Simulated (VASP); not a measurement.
# Si: single point with PBE

The system is Si.

```xyz
8
Lattice="5.4300 0.0000 0.0000 0.0000 5.4300 0.0000 0.0000 0.0000 5.4300" Properties=species:S:1:pos:R:3 pbc="T T T"
Si    0.0000    0.0000    0.0000
Si    0.0000    2.7150    2.7150
Si    2.7150    0.0000    2.7150
Si    2.7150    2.7150    0.0000
Si    1.3575    1.3575    1.3575
Si    1.3575    4.0725    4.0725
Si    4.0725    1.3575    4.0725
Si    4.0725    4.0725    1.3575
```

| Item | Value |
| --- | --- |
| Program | VASP 6.6.1 |
| Task | single point |
| Functional | PBE |
| Potentials or basis | VASP PAW PBE potentials, release 64 (Si) |
| Cutoff | 520 eV |
| k mesh | 2 × 2 × 2 |
| Occupations | gaussian, width 0.01 eV |
| Spin | no spin polarisation |
| Dipole correction | no |
| Further INCAR settings | ALGO = Normal; EDIFF = 1e-07; NBANDS = 26 |

```json
{"Pressure": "2.9 GPa", "Band gap on the k mesh": "0.69 eV"}
```

Levels at points of the mesh, in eV from the valence-band top:
| k point | band 13 | band 14 | band 15 | band 16 | band 17 | band 18 | band 19 | band 20 |
| --- | --- | --- | --- | --- | --- | --- | --- | --- |
| (0.00, 0.00, 0.00) | -2.86 | 0.00 | 0.00 | 0.00 | 0.69 | 0.69 | 0.69 | 0.69 |
| (0.50, 0.00, 0.00) | -1.90 | -1.90 | -1.90 | -1.90 | 1.11 | 1.11 | 3.11 | 3.11 |
| (0.50, 0.50, 0.00) | -1.33 | -1.33 | -1.33 | -1.33 | 2.43 | 2.43 | 2.43 | 2.43 |
| (0.50, 0.50, 0.50) | -1.20 | -1.20 | -1.20 | -1.20 | 1.53 | 1.53 | 1.53 | 1.53 |

It took 15 s on 1 thread of Intel Xeon 8259CL, with other jobs on the host, peak memory 0.22 GiB.

Caveat: the k points lie up to 0.58 Å⁻¹ apart. As with any semilocal functional, this PBE gap is likely too small.
